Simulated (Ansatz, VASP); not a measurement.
Ir in VASP and in Ansatz

```
Ir
1.0
     0.00000    1.91970    1.86211
     1.91970    0.00000    1.86211
     1.91970    1.91970    0.00000
Ir
1
Direct
  0.00000 0.00000 0.00000
```

Change from the starting cell: strain -0.0300 x Voigt [0, 0, 1, 0, 0, 0], atoms carried along.

Alike in both runs: task single point; functional PBEsol; k mesh 22 × 22 × 22; occupations gaussian, width 0.15 eV; no spin polarisation.

|  | VASP | Ansatz |
| --- | --- | --- |
| version | VASP 6.6.1 | Ansatz 0.2.0 |
| potentials or method | VASP PAW PBE potentials, release 64 (Ir), cutoff 520 eV | scalar-relativistic, plane waves, PAW |
| valence electrons in the cell | 9 | 17 |

|  | VASP | Ansatz | Ansatz less VASP |
| --- | --- | --- | --- |
| gap on the k mesh at the Fermi level (eV) | none | none | - |
| pressure (GPa) | 11.1 | 9.9 | -1.19 |
| traceless stress, the component that is largest in VASP (GPa) | 8.10 | 8.12 | +0.015 |

VASP's potentials were made for PBE, not for PBEsol. A gap of «none» marks a metal or a gap that the smearing closes. VASP's potentials hold 9 valence electrons a cell and Ansatz's 17, so a difference there can come from the potentials and not from the codes.

Spin-orbit coupling is off throughout.
